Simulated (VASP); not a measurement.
Runs of VASP 6.6.1 on Be. The structure is that of space group P4_2/mnm (No. 136), or close to it. The cells are those of the table. 

| task | cell | gap on the mesh (eV) | pressure (GPa) | largest force (eV/Å) |
| --- | --- | --- | --- | --- |
| single point | a = 3.820, b = 3.820, c = 2.326 Å, 4 atoms | none | -7.0 | 0.03 |
| electric field gradients | a = 3.820, b = 3.820, c = 2.326 Å, 4 atoms | none | -7.0 | 0.03 |
| electric field gradients | a = 3.696, b = 3.696, c = 2.250 Å, 4 atoms | none | 4.4 | 0.03 |
| single point | a = 3.734, b = 3.734, c = 2.274 Å, 4 atoms | none | 0.5 | (a) |
| electric field gradients | a = 3.822, b = 3.822, c = 2.281 Å, 4 atoms | none | -4.9 | 0.09 |
| single point | a = 3.822, b = 3.822, c = 2.281 Å, 4 atoms | none | -4.9 | 0.09 |

Alike in all rows: level PBEsol; potentials or basis VASP PAW PBE potentials, release 64 (Be); no spin polarisation; k mesh 9 × 9 × 14; cutoff (eV) 520; smearing fermi-dirac 0.05 eV.

Problem. Estimate the missing entries.

Solution. (a) 0.01.

Caveats: the PAW data sets were made with another functional, which shifts forces and pressure a little.

A gap of «none» marks levels without a gap at the run's occupations.
